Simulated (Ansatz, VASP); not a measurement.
## Al: VASP beside Ansatz

File POSCAR:

```
Al
1.0
    0.0000000000      2.0248050000      2.0248050000
    2.0248050000      0.0000000000      2.0248050000
    2.0248050000      2.0248050000      0.0000000000
Al
1
Direct
    0.0000000000      0.0000000000      0.0000000000
```

Contents of INCAR.step1:

```
PREC = Accurate
ENCUT = 520
EDIFF = 1E-5
ISMEAR = -1
SIGMA = 0.05
LREAL = F
LASPH = T
NELM = 60
ALGO = Normal
ISIF = 2
LWAVE = T
GGA = PE
NBANDS = 8
```

The input INCAR.step2:

```
PREC = Accurate
ENCUT = 520
EDIFF = 1E-7
ISMEAR = -1
SIGMA = 0.05
LREAL = F
LASPH = T
NELM = 60
ALGO = Normal
ISIF = 2
LWAVE = F
LCHARG = T
GGA = B5
LHFCALC = T
AEXX = 0.5
ALDAX = 0.5
AGGAX = 0.5
AGGAC = 1.0
ALDAC = 0.0
PRECFOCK = Normal
LELF = T
LVHAR = T
ISTART = 1
NBANDS = 8
```

Contents of KPOINTS:

```
Automatic mesh
0
Gamma
  6 6 6
```

File input.yaml:

```yaml
crystal:
  lattice:
    - [0.0, 2.024805, 2.024805]
    - [2.024805, 0.0, 2.024805]
    - [2.024805, 2.024805, 0.0]
  atoms:
    - { symbol: Al, position: [0.0, 0.0, 0.0] }
hamiltonian:
  xc: { name: BHLYP }
  pseudopotentials: { kind: paw }
kpoints:
  mp_grid: { grid: [6, 6, 6] }
scf:
  occupations: { method: fermi_dirac, width: 0.05 }
output:
  forces: true
  stress: true
  eigenvalues: true
```

Alike in both runs: task single point; functional BHLYP; k mesh 6 × 6 × 6; occupations fermi-dirac, width 0.05 eV; no spin polarisation.

|  | VASP | Ansatz |
| --- | --- | --- |
| version | VASP 6.6.1 | Ansatz 0.2.0 |
| potentials or method | VASP PAW PBE potentials, release 64 (Al) | Ansatz PAW |
| plane-wave cutoff (eV) | 520 | 420 |
| valence electrons in the cell | 3 | 3 |

VASP gave:

| Item | Value |
| --- | --- |
| gap on the k mesh at the Fermi level (eV) | none |
| pressure (GPa) | 0.8 |

Task: Which values does Ansatz return?

Result: gap on the k mesh at the Fermi level (eV): none; pressure (GPa): 0.5.

VASP's potentials were made for PBE, not for BHLYP. A gap of «none» marks a metal or a gap that the smearing closes. With one functional, cell and mesh, what is left measures potentials, basis and numerics.

The k mesh is coarse, so the values compare programs but aren't converged.
